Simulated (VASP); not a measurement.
Input of a VASP 6.6.1 run:

Contents of INCAR:

```
PREC = Accurate ; ENCUT = 600
EDIFF = 1E-7 ; ISMEAR = 0
SIGMA = 0.1 ; LREAL = False
LASPH = True ; NELM = 100
ALGO = Normal ; ISIF = 3
LWAVE = False ; LCHARG = False
GGA = PE ; IBRION = 2
NSW = 90 ; EDIFFG = -0.04
```

File KPOINTS:

```
regular mesh
0
Gamma
  6 6 6
```

File POSCAR:

```
ZrMo2C2
1.0
   -2.0064438700      2.0064438700      4.8391189500
    2.0064438700     -2.0064438700      4.8391189500
    2.0064438700      2.0064438700     -4.8391189500
Zr Mo C
1 2 2
Direct
    0.0000000000      0.0000000000      0.0000000000
    0.2500000000      0.7500000000      0.5000000000
    0.7500000000      0.2500000000      0.5000000000
    0.6160044700      0.6160044700      0.0000000000
    0.3839955300      0.3839955300      0.0000000000
```

Potentials or basis: VASP PAW PBE potentials, release 64 (Zr_sv, Mo_sv, C).

The run is started by

```sh
$ cat potpaw_PBE.64/Zr_sv/POTCAR potpaw_PBE.64/Mo_sv/POTCAR potpaw_PBE.64/C/POTCAR > POTCAR
$ mpirun -np 1 vasp_std > vasp.out
```

(1) What does it give for the relaxed cell?

(2) Estimate the space group after relaxing (to 0.1 Å).

(3) Estimate the relaxed volume.

(4) What does it give for the band gap on the k mesh?

## Answers

(1) a = 5.350 Å, b = 5.350 Å, c = 5.350 Å, α = 140.53°, β = 140.53°, γ = 57.05°.

(2) I4/mmm (No. 139).

(3) 12.27 Å³/atom.

(4) zero (bands 24 and 25 overlap by 2.10 eV).

Caveat: the volume moved by over 15 % at a fixed basis, so the end points are rough.
